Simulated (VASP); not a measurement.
**BN: single point with PBE**

BN:

```
B N
1.0
     2.64571    0.00000    0.00000
    -1.32285    2.29125    0.00000
     0.00000    0.00000    4.37613
B N
2 2
Direct
  0.33333 0.66667 0.99966
  0.66667 0.33333 0.49966
  0.33333 0.66667 0.37534
  0.66667 0.33333 0.87534
```

This cell differs from its parent crystal: strain +4.0%.

```
Program                : VASP 6.6.1
Task                   : single point
Functional             : PBE
Potentials or basis    : VASP PAW PBE potentials, release 64 (B, N)
Cutoff                 : 520 eV
k mesh                 : 12 × 12 × 6
Occupations            : fermi-dirac, width 0.02 eV
Spin                   : no spin polarisation
Dipole correction      : no
Further INCAR settings : ALGO = Normal; EDIFF = 1e-06; NBANDS = 16
```

The pressure is -32.2 GPa. The largest force is 0.009 eV/Å and the band gap on the k mesh is 5.41 eV, indirect (least direct gap 7.70 eV).

Forces in eV/Å, atoms in the order of the input:
```
B    0.000  0.000  0.009
B    0.000  0.000  0.009
N    0.000  0.000 -0.009
N    0.000  0.000 -0.009
```

Stress tensor (GPa, compression positive):
```
-32.14   0.00   0.00
  0.00 -32.14   0.00
  0.00   0.00 -32.28
```

Levels at points of the mesh, in eV from the valence-band top:
```
           k point  band 4  band 5  band 6  band 7  band 8  band 9  band 10  band 11  band 12  band 13
(0.00, 0.00, 0.00)   -1.88   -1.88   -0.16    0.00    0.00    7.82     7.93     7.93     8.18     9.20
(0.50, 0.00, 0.00)   -7.16   -6.23   -4.42   -3.81   -1.89    6.31     7.63    10.07    10.25    11.81
(0.00, 0.00, 0.50)   -5.21   -1.04   -1.04   -1.04   -1.04    8.43     8.43     9.33     9.33     9.33
(0.50, 0.00, 0.50)   -9.09   -3.34   -3.34   -3.16   -3.16    6.17     6.17     9.25     9.25    13.21
```

Run time: 18 s on 1 thread of Intel Xeon 6975P-C, on a shared host, peak memory 0.15 GiB.

Caveat: the cell differs from its parent crystal (strain +4.0%). A k mesh can miss the band edges.
